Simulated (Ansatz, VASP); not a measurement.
Two plane-wave programs on TePb

The input INCAR:

```
SYSTEM = TePb
PREC     = Accurate       ! precision mode
ENCUT    = 520            ! plane-wave cutoff, eV
EDIFF    = 1E-6           ! SCF threshold, eV
ISMEAR   = -1             ! smearing method
SIGMA    = 0.02           ! smearing width, eV
LREAL    = .FALSE.        ! projectors in reciprocal space
LASPH    = .TRUE.         ! aspherical terms in the spheres
NELM     = 60             ! most SCF steps
ALGO     = Normal         ! electronic algorithm
ISIF     = 2              ! what is computed and relaxed
LWAVE    = .FALSE.        ! write WAVECAR
LCHARG   = .FALSE.        ! write CHGCAR
GGA      = PE             ! functional
NBANDS   = 17             ! bands
```

File KPOINTS:

```
regular mesh
0
G
  8 8 8
  0 0 0
```

Contents of POSCAR:

```
TePb
1.0
    0.0000000000      3.2678368411      3.2678368411
    3.0884325985      0.0000000000      3.2678368411
    3.0884325985      3.2678368411      0.0000000000
Pb Te
1 1
Direct
    0.0000000000      0.0000000000      0.0000000000
    0.5000000000      0.5000000000      0.5000000000
```

Input for Ansatz:

```yaml
crystal:
  lattice:
    - [0.0, 3.2678368411, 3.2678368411]
    - [3.0884325985, 0.0, 3.2678368411]
    - [3.0884325985, 3.2678368411, 0.0]
  atoms:
    - { symbol: Pb, position: [0.0, 0.0, 0.0] }
    - { symbol: Te, position: [0.5, 0.5, 0.5] }
kpoints:
  mp_grid: { grid: [8, 8, 8] }
  band_path:
    path:
      - [0.0, 0.0, 0.0]
      - [0.5, 0.0, 0.5]
      - [0.625, 0.25, 0.625]
      - [0.375, 0.375, 0.75]
      - [0.5, 0.5, 0.5]
      - [0.5, 0.25, 0.75]
    npoints: 1
hamiltonian:
  xc: pbe
scf:
  occupations: { method: fermi_dirac, width: 0.02 }
  n_extra_bands: 4
output:
  forces: true
  stress: true
  eigenvalues: true
  write_density: true
  write_potential: true
  elf: true
  volumetric_format: npy
```

Change from the starting cell: uniaxial_x strain -5.5%.

Alike in both runs: task single point; functional PBE; k mesh 8 × 8 × 8; occupations fermi-dirac, width 0.02 eV; no spin polarisation.

|  | VASP | Ansatz |
| --- | --- | --- |
| version | VASP 6.6.1 | Ansatz 0.2.0 |
| potentials or method | VASP PAW PBE potentials, release 64 (Pb_d, Te) | plane waves, PAW |
| plane-wave cutoff (eV) | 520 | 420 |
| valence electrons in the cell | 20 | 30 |

```csv
,VASP,Ansatz,Ansatz less VASP
pressure (GPa),3.7,3.8,+0.07
"traceless stress, the component that is largest in VASP (GPa)",5.65,5.65,+0.003
```

With one functional, cell and mesh, what is left measures potentials, basis and numerics. VASP's potentials hold 20 valence electrons a cell and Ansatz's 30, so a difference there can come from the potentials and not from the codes.

Neither program's run includes spin-orbit coupling.
